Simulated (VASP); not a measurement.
# Ti3H2 (R-3m) in VASP: notebook

Ti3H2 is run at these levels: PBE; tasks: relaxation of cell and atoms, single point.

Program: VASP 6.6.1. These are calculated values, not measurements. Logs are shortened: lines on timing, memory, paths and dates and some standing lists are left out, and cuts for length are marked.

## (1) The cell of the first run

It takes space group R-3m (No. 166, trigonal). Conventional cell: a = 2.970 Å, b = 2.970 Å, c = 21.800 Å, α = 90.00°, β = 90.00°, γ = 120.00°. Ti (site symmetry 3m) has 3 H at 2.10 Å within 2.8 Å. Ti (site symmetry -3m) has 6 H at 2.10 Å within 2.8 Å. Within 2.8 Å of H (site symmetry 3m) lie 6 Ti at 2.10 Å.

## (2) Relaxation of cell and atoms, PBE

INCAR reads:

```
SYSTEM = Ti3H2
ALGO = Normal
EDIFF = 1E-7
EDIFFG = -0.08
ENCUT = 600
GGA = PE
IBRION = 2
ISIF = 3
ISMEAR = 0
LASPH = .True.
LCHARG = .False.
LREAL = .False.
LWAVE = .False.
NELM = 60
NSW = 36
PREC = Accurate
SIGMA = 0.2
```

KPOINTS reads:

```
k-points
0
Gamma
  6 6 6
  0 0 0
```

POSCAR reads:

```
Ti3H2
1.0
    1.4850000000      0.8573651500      7.2666666700
   -1.4850000000      0.8573651500      7.2666666700
    0.0000000000     -1.7147303000      7.2666666700
Ti H
3 2
Direct
    0.7778000000      0.7778000000      0.7778000000
    0.2222000000      0.2222000000      0.2222000000
    0.0000000000      0.0000000000      0.0000000000
    0.3889000000      0.3889000000      0.3889000000
    0.6111000000      0.6111000000      0.6111000000
```

Potentials or basis: VASP PAW PBE potentials, release 64 (Ti_sv, H).

Run with:

```bash
$ cat potpaw_PBE.64/Ti_sv/POTCAR potpaw_PBE.64/H/POTCAR > POTCAR
$ mpirun -np 1 vasp_std > vasp.out
```

OUTCAR:

```text
SYSTEM = Ti3H2
   EDIFF = 1E-7
   EDIFFG = -0.08
   ENCUT = 600
   GGA = PE
   IBRION = 2
   ISIF = 3
   ISMEAR = 0
   LASPH = .True.
   LREAL = .False.
   NELM = 60
   NSW = 36
   PREC = Accurate

 ion  position               nearest neighbor table
   1  0.778  0.778  0.778-
   2  0.222  0.222  0.222-
   3  0.000  0.000  0.000-
   4  0.389  0.389  0.389-
   5  0.611  0.611  0.611-

  LATTYP: Found a trigonal (rhomboedric) cell.
 ALAT       =     7.4662403185
 COS(alpha) =     0.9208813308

  Lattice vectors:

 A1 = (   1.4850000000,   0.8573651500,   7.2666666700)
 A2 = (  -1.4850000000,   0.8573651500,   7.2666666700)
 A3 = (   0.0000000000,  -1.7147303000,   7.2666666700)

Analysis of symmetry for initial positions (statically):
=====================================================================
 Subroutine PRICEL returns:
 Original cell was already a primitive cell.

 Routine SETGRP: Setting up the symmetry group for a
 trigonal (rhombohedral) supercell.

 Subroutine GETGRP returns: Found 12 space group operations
 (whereof 12 operations were pure point group operations)
 out of a pool of 12 trial point group operations.

The static configuration has the point symmetry D_3d.

Analysis of symmetry for dynamics (positions and initial velocities):
=====================================================================
 Subroutine PRICEL returns:
 Original cell was already a primitive cell.

 Routine SETGRP: Setting up the symmetry group for a
 trigonal (rhombohedral) supercell.

 Subroutine GETGRP returns: Found 12 space group operations
 (whereof 12 operations were pure point group operations)
 out of a pool of 12 trial point group operations.

The dynamic configuration has the point symmetry D_3d.

 Subroutine INISYM returns: Found 12 space group operations
 (whereof 12 operations are pure point group operations),
 and found     1 'primitive' translations

----------------------------------------------------------------------------------------

                                     Primitive cell

  volume of cell :      55.5110

  direct lattice vectors                    reciprocal lattice vectors
     1.485000000  0.857365150  7.266666670     0.336700337  0.194394030  0.045871560
    -1.485000000  0.857365150  7.266666670    -0.336700337  0.194394030  0.045871560
     0.000000000 -1.714730300  7.266666670     0.000000000 -0.388788060  0.045871560

  length of vectors
     7.466240318  7.466240318  7.466240319     0.391484809  0.391484809  0.391484809

  position of ions in fractional coordinates (direct lattice)
     0.777800000  0.777800000  0.777800000
     0.222200000  0.222200000  0.222200000
     0.000000000  0.000000000  0.000000000
     0.388900000  0.388900000  0.388900000
     0.611100000  0.611100000  0.611100000

  ion indices of the primitive-cell ions
   primitive index   ion index
                 1           1
                 2           2
                 3           3
                 4           4
                 5           5

----------------------------------------------------------------------------------------

 KPOINTS: k-points

Automatic generation of k-mesh.
 Grid dimensions read from file:
 generate k-points for:    6    6    6

 Generating k-lattice:

  Cartesian coordinates                     Fractional coordinates (reciprocal lattice)
     0.056116723  0.032399005  0.007645260     0.166666667  0.000000000  0.000000000
    -0.056116723  0.032399005  0.007645260     0.000000000  0.166666667  0.000000000
     0.000000000 -0.064798010  0.007645260     0.000000000  0.000000000  0.166666667

  Length of vectors
     0.065247468  0.065247468  0.065247468

  Shift w.r.t. Gamma in fractional coordinates (k-lattice)
     0.000000000  0.000000000  0.000000000

 Subroutine IBZKPT returns following result:
 ===========================================

 Found     32 irreducible k-points:

 Following reciprocal coordinates:
            Coordinates               Weight
  0.000000  0.000000  0.000000      1.000000
  0.166667  0.000000 -0.000000      6.000000
  0.333333 -0.000000 -0.000000      6.000000
  0.500000  0.000000  0.000000      3.000000
  0.166667  0.166667 -0.000000      6.000000
  0.333333  0.166667  0.000000     12.000000
[... 16 lines left out ...]
  0.500000  0.500000  0.166667      6.000000
 -0.333333  0.500000  0.166667     12.000000
 [... further k-points ...]
   k-points           NKPTS =     32   k-points in BZ     NKDIM =     32   number of bands    NBANDS=     23
   number of dos      NEDOS =    301   number of ions     NIONS =      5
   total plane-waves  NPLWV = 216000
   dimension x,y,z NGX =    60 NGY =   60 NGZ =   60
   dimension x,y,z NGXF=   120 NGYF=  120 NGZF=  120
   ions per type =               3   2
   NGX,Y,Z   is equivalent  to a cutoff of  13.36, 13.36, 13.36 a.u.
   NGXF,Y,Z  is equivalent  to a cutoff of  26.72, 26.72, 26.72 a.u.
 SYSTEM =  Ti3H2
   PREC   = accura    normal or accurate (medium, high low for compatibility)
   ISTART =      0    job   : 0-new  1-cont  2-samecut
   ICHARG =      2    charge: 1-file 2-atom 10-const
   ISPIN  =      1    spin polarized calculation?
   LNONCOLLINEAR =      F non collinear calculations
   LSORBIT =      F    spin-orbit coupling
   LASPH  =      T    aspherical Exc in radial PAW
   ENCUT  =  600.0 eV  44.10 Ry    6.64 a.u.  14.91 14.91 14.91*2*pi/ulx,y,z
   NELM   =     60;   NELMIN=  2; NELMDL= -5     # of ELM steps
   EDIFF  = 0.1E-06   stopping-criterion for ELM
   LREAL  =      F    real-space projection
   EDIFFG = -.8E-01   stopping-criterion for IOM
   NSW    =     36    number of steps for IOM
   IBRION =      2    ionic relax: 0-MD 1-quasi-New 2-CG
   NFREE  =      1    steps in history (QN), initial steepest desc. (CG)
   ISIF   =      3    stress and relaxation
   ISYM   =      2    0-nonsym 1-usesym 2-fastsym
   POTIM  = 0.5000    time-step for ionic-motion
   TEBEG  =    0.0;   TEEND  =   0.0 temperature during run
   PSTRESS=    0.0 pullay stress
   NELECT =      38.0000    total number of electrons
   NUPDOWN=      -1.0000    fix difference up-down
   EMIN   =  10.00;   EMAX   =-10.00  energy-range for DOS
   EFERMI =   0.00;   METHOD = LEGACY
   ISMEAR =     0;   SIGMA  =   0.20  broadening in eV -4-tet -1-fermi 0-gaus
   EFERMI_NEDOS =   21; number of points for ismear=-14 and -15
   IALGO  =     38    algorithm
   IMIX   =      4    mixing-type and parameters
     AMIX     =   0.40;   BMIX     =  1.00
     AMIX_MAG =   1.60;   BMIX_MAG =  1.00
  volume/ion in A,a.u.               =      11.10        74.92
  Fermi-wavevector in a.u.,A,eV,Ry     =   1.442812  2.726520 28.323340  2.081707
  Thomas-Fermi vector in A             =   2.561290
   LORBIT       =      0    0 simple, 1 ext, 2 COOP (PROOUT), +10 PAW based schemes
   GGA     = PE    functional components
   LHFCALC =     F    Hartree Fock is set to
   AEXX    =    0.0000 exact exchange contribution
   IVDW    =     0    specifies the selected vdW correction
   LEPSILON=     F    determine dielectric tensor
   LRPA    =     F    only Hartree local field effects (RPA)
 conjugate gradient relaxation of ions
 non-spin polarized calculation
 Gauss-broadening in eV      SIGMA  =   0.20
  energy-cutoff  :      600.00
  volume of cell :       55.51
 maximum number of plane-waves:      1868
   NGX = 29   NGY = 29   NGZ = 29

--------------------------------------- Ionic step        1  -------------------------------------------

 number of electron      38.0000007 magnetization

 Free energy of the ion-electron system (eV)
  ---------------------------------------------------
  ext. energy  EPLUGINS =         0.00000000
  ---------------------------------------------------
  free energy    TOTEN  =       -31.41795125 eV

  energy without entropy =      -31.29426703  energy(sigma->0) =      -31.35610914

------------------------ aborting loop because EDIFF is reached ----------------------------------------

  FORCE on cell =-STRESS in cart. coord.  units (eV):
  Direction    XX          YY          ZZ          XY          YZ          ZX
  --------------------------------------------------------------------------------------
  -------------------------------------------------------------------------------------
  Total       -0.4721195     -0.4721195     -0.6595955      0.0000000     -0.0000000     -0.0000000
  in kB      -13.6264807    -13.6264807    -19.0374821      0.0000000     -0.0000000     -0.0000000
  external PRESSURE =     -15.4301478 kB  Pullay stress =       0.0000000 kB
[... 102 lines left out ...]
  energy  without entropy=      -31.3156015311  energy(sigma->0) =      -31.37543760

--------------------------------------- Ionic step        4  -------------------------------------------

 number of electron      38.0000003 magnetization

 Free energy of the ion-electron system (eV)
  ---------------------------------------------------
  ext. energy  EPLUGINS =         0.00000000
  ---------------------------------------------------
  free energy    TOTEN  =       -31.44058132 eV

  energy without entropy =      -31.32089969  energy(sigma->0) =      -31.38074050

 E-fermi :   8.5269     XC(G=0): -11.7173

 val. band max:        8.5263950808   @ k =  -0.3333   0.1667   0.0000
 cond. band min:       8.5341447557   @ k =  -0.3333  -0.3333   0.1667
 fundamental gap:      0.0077496749
 Fermi energy:         8.5269176112

 k-point     1 :       0.0000    0.0000    0.0000
  band No.  band energies     occupation
      1     -48.2762      2.00000
      2     -48.1931      2.00000
      3     -48.1912      2.00000
      4     -24.6911      2.00000
      5     -24.6467      2.00000
      6     -24.2551      2.00000
[... 613 lines left out ...]
     22       9.4699      0.00000
     23       9.8582      0.00000

 [... further k-points ...]
[... 5 lines left out ...]
  --------------------------------------------------------------------------------------
  -------------------------------------------------------------------------------------
  Total        0.0015301      0.0015301      0.2385327      0.0000000      0.0000000      0.0000000
  in kB        0.0449768      0.0449768      7.0116124      0.0000000      0.0000000      0.0000000
  external PRESSURE =       2.3671887 kB  Pullay stress =       0.0000000 kB
[... 20 lines left out ...]
  FREE ENERGIE OF THE ION-ELECTRON SYSTEM (eV)
  ---------------------------------------------------
  free  energy   TOTEN  =       -31.4405813222 eV

  energy  without entropy=      -31.3208996864  energy(sigma->0) =      -31.38074050

 reached required accuracy - stopping structural energy minimisation
```

Run time: 9.4 min. Hardware: 1 thread of Intel Xeon 6975P-C (Granite Rapids), shared host; peak memory 0.52 GiB.

What came out:

```
Free energy                           : -31.4406 eV
Relaxed volume                        : 10.90 Å³/atom
Relaxed cell                          : a = 7.412 Å, b = 7.412 Å, c = 7.412 Å, α = 22.99°, β = 22.99°, γ = 22.99°
Space group after relaxing (to 0.1 Å) : R-3m (No. 166)
Energy gained by relaxing             : 4.5 meV/atom
Ionic steps                           : 4
Pressure after relaxing               : 0.2 GPa
Largest force after relaxing          : 0.021 eV/Å
Band gap on the k mesh                : zero (bands 19 and 20 overlap by 0.68 eV)
```

Forces on the atoms (eV/Å):
```
Ti   0.000  0.000  0.017
Ti   0.000  0.000 -0.017
Ti   0.000  0.000  0.000
H    0.000  0.000 -0.021
H    0.000  0.000  0.021
```

The path:
```
step  energy change (eV)  largest force (eV/Å)  pressure (GPa)  volume (Å³)
   1              0.0000                0.3574           -1.54        55.51
   2             -0.0149                0.2537            0.14        54.66
   3             -0.0173                0.1806            1.20        54.15
   4             -0.0226                0.0207            0.24        54.51
```

Final structure:
```yaml
crystal:
  lattice:
    - [1.47699, 0.85274, 7.21265]
    - [-1.47699, 0.85274, 7.21265]
    - [0.00000, -1.70548, 7.21265]
  atoms:
    - { symbol: Ti, position: [0.77986, 0.77986, 0.77986] }
    - { symbol: Ti, position: [0.22014, 0.22014, 0.22014] }
    - { symbol: Ti, position: [0.00000, 0.00000, 0.00000] }
    - { symbol: H, position: [0.38849, 0.38849, 0.38849] }
    - { symbol: H, position: [0.61151, 0.61151, 0.61151] }
```

Levels at points of the mesh, in eV from the Fermi level:
```tsv
k point	band 16	band 17	band 18	band 19	band 20	band 21	band 22	band 23
(0.00, 0.00, 0.00)	-1.45	-0.54	0.39	0.39	0.71	0.75	0.75	1.02
(0.50, 0.00, 0.00)	-2.17	-1.39	-1.01	-0.14	0.38	0.87	1.05	2.29
(0.50, 0.50, 0.00)	-1.88	-1.54	-0.87	0.12	0.39	0.64	0.89	0.99
(0.50, 0.50, 0.50)	-2.47	0.00	0.45	0.49	0.49	0.69	0.69	0.87
```

Caveat: the k points lie up to 0.41 Å⁻¹ apart in the final cell, too coarse for converged energies and pressures of a metal.

(Part 1 of 2 ends here.)
